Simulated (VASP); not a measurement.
Wanted: the native input for a VASP 6.6.1 run.

| Quantity | Value |
| --- | --- |
| Task | single point |
| Functional | PBE |
| Potentials or basis | VASP PAW PBE potentials, release 64 (Mg, Cd, Se) |
| Cutoff | 520 eV |
| k mesh | 6 × 6 × 1 |
| Occupations | gaussian, width 0.1 eV |
| Spin | no spin polarisation |
| Dipole correction | no |
| Further INCAR settings | ALGO = Normal; EDIFF = 1e-07; NBANDS = 61 |

The structure of MgCd5Se6 lies in POSCAR:

```
MgCd5Se6
1.0
    4.1649741300      0.0000000000      0.0000000000
   -2.0824870600      3.6069734000      0.0000000000
    0.0000000000      0.0000000000     20.4041228100
Mg Cd Se
1 5 6
Direct
    0.0000000000      0.0000000000      0.5000000000
    0.3333333300      0.6666666700      0.1666666700
    0.6666666700      0.3333333300      0.3333333300
    0.3333333300      0.6666666700      0.6666666700
    0.6666666700      0.3333333300      0.8333333300
    0.0000000000      0.0000000000      0.0000000000
    0.3333333300      0.6666666700      0.4166666700
    0.6666666700      0.3333333300      0.5833333300
    0.0000000000      0.0000000000      0.7500000000
    0.3333333300      0.6666666700      0.9166666700
    0.6666666700      0.3333333300      0.0833333300
    0.0000000000      0.0000000000      0.2500000000
```

The input as run:

INCAR

```
SYSTEM = MgCd5Se6
PREC = Accurate
ENCUT = 520
EDIFF = 1E-7
ISMEAR = 0
SIGMA = 0.1
LREAL = .False.
LASPH = .True.
NELM = 60
ALGO = Normal
ISIF = 2
LWAVE = .False.
LCHARG = .True.
GGA = PE
LELF = .True.
LVHAR = .True.
NBANDS = 61
```

KPOINTS

```
Automatic mesh
0
Gamma
  6 6 1
  0 0 0
```

Potentials or basis: VASP PAW PBE potentials, release 64 (Mg, Cd, Se).

Launch:

```bash
$ cat potpaw_PBE.64/Mg/POTCAR potpaw_PBE.64/Cd/POTCAR potpaw_PBE.64/Se/POTCAR > POTCAR
$ mpirun -np 1 vasp_std > vasp.out
```

It gave:

```json
{"Pressure": "-4.4 GPa", "Largest force": "0.346 eV/Å", "Band gap on the k mesh": "zero (band 49 reaches 1.58 eV, above the bottom of band 50 at 1.52 eV)"}
```

Wall time 110 s on 1 thread of Intel(R) Xeon(R) 6975P-C (Granite Rapids), on a shared host, peak memory 0.47 GiB.
